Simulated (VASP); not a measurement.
Here is a VASP 6.6.1 calculation.

The input INCAR:

```
SYSTEM = ScF3
  ALGO = Normal
  EDIFF = 1E-7
  ENCUT = 520
  GGA = CA
  ISIF = 2
  ISMEAR = -1
  LASPH = .True.
  LCHARG = .False.
  LREAL = .False.
  LWAVE = .False.
  NBANDS = 24
  NELM = 60
  PREC = Accurate
  SIGMA = 0.02
```

The input KPOINTS:

```
k-points
0
Gamma
  6 6 6
  0 0 0
```

The input POSCAR:

```
ScF3
1.0
    4.0124500000      0.0000000000      0.0000000000
    0.0000000000      4.0124500000      0.0000000000
    0.0000000000      0.0000000000      3.9322010000
Sc F
1 3
Direct
    0.0000000000      0.0000000000      0.0000000000
    0.5000000000      0.0000000000      0.0000000000
    0.0000000000      0.5000000000      0.0000000000
    0.0000000000      0.0000000000      0.5000000000
```

Potentials or basis: VASP PAW LDA potentials, release 64 (Sc_sv, F).

Launch:

```sh
$ cat potpaw_LDA.64/Sc_sv/POTCAR potpaw_LDA.64/F/POTCAR > POTCAR
$ mpirun -np 1 vasp_std > vasp.out
```

Q: Estimate the pressure.

A: -0.2 GPa.

Q: Estimate the band gap on the k mesh.

A: 6.22 eV, indirect (least direct gap 6.76 eV).

Stress tensor (GPa, compression positive):
```
-1.97  0.00  0.00
 0.00 -1.97  0.00
 0.00  0.00  3.42
```

Caveat: the cell differs from its parent crystal (zz strain of -2 %). A k mesh can miss the band edges.
